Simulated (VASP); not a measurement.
Wanted: the native input for a VASP 6.6.1 run.

```
Task                   : single point
Functional             : PBE
Potentials or basis    : VASP PAW PBE potentials, release 64 (Zr_sv, Sn_d, Te)
Cutoff                 : 520 eV
k mesh                 : 8 × 8 × 8
Occupations            : gaussian, width 0.1 eV
Spin                   : no spin polarisation
Dipole correction      : no
Further INCAR settings : ALGO = Normal; EDIFF = 1e-06; NBANDS = 34
```

The structure of ZrSnTe4 lies in POSCAR:

```
ZrSnTe4
1.0
    0.0000000000      4.4256594839      4.4256594839
    4.4256594839      0.0000000000      4.4256594839
    4.4256594839      4.4256594839      0.0000000000
Zr Sn Te
1 1 4
Direct
    0.2500000000      0.2500000000      0.2500000000
    0.0000000000      0.0000000000      0.0000000000
    0.6244008545      0.6244008545      0.6244008545
    0.6244008545      0.6244008545      0.1267974365
    0.6244008545      0.1267974365      0.6244008545
    0.1267974365      0.6244008545      0.6244008545
```

The cell was generated, and may not be a known phase.

One way to write it, as run:

INCAR

```
SYSTEM = ZrSnTe4
PREC = Accurate
ENCUT = 520
EDIFF = 1E-6
ISMEAR = 0
SIGMA = 0.1
LREAL = .False.
LASPH = .True.
NELM = 100
ALGO = Normal
ISIF = 2
LWAVE = .False.
LCHARG = .False.
GGA = PE
NBANDS = 34
```

KPOINTS

```
regular mesh
0
Gamma
  8 8 8
  0 0 0
```

Potentials or basis: VASP PAW PBE potentials, release 64 (Zr_sv, Sn_d, Te).

Run with:

```console
$ cat potpaw_PBE.64/Zr_sv/POTCAR potpaw_PBE.64/Sn_d/POTCAR potpaw_PBE.64/Te/POTCAR > POTCAR
$ mpirun -np 1 vasp_std > vasp.out
```

Results of the run:

```
Pressure               : -0.1 GPa
Band gap on the k mesh : zero (bands 25 and 26 overlap by 1.32 eV)
```

Caveat: spin-orbit coupling is left out, which moves the levels of the heavy elements.

It took 110 s on 1 thread of Intel(R) Xeon(R) 6975P-C (Granite Rapids), on a shared host, peak memory 0.41 GiB.
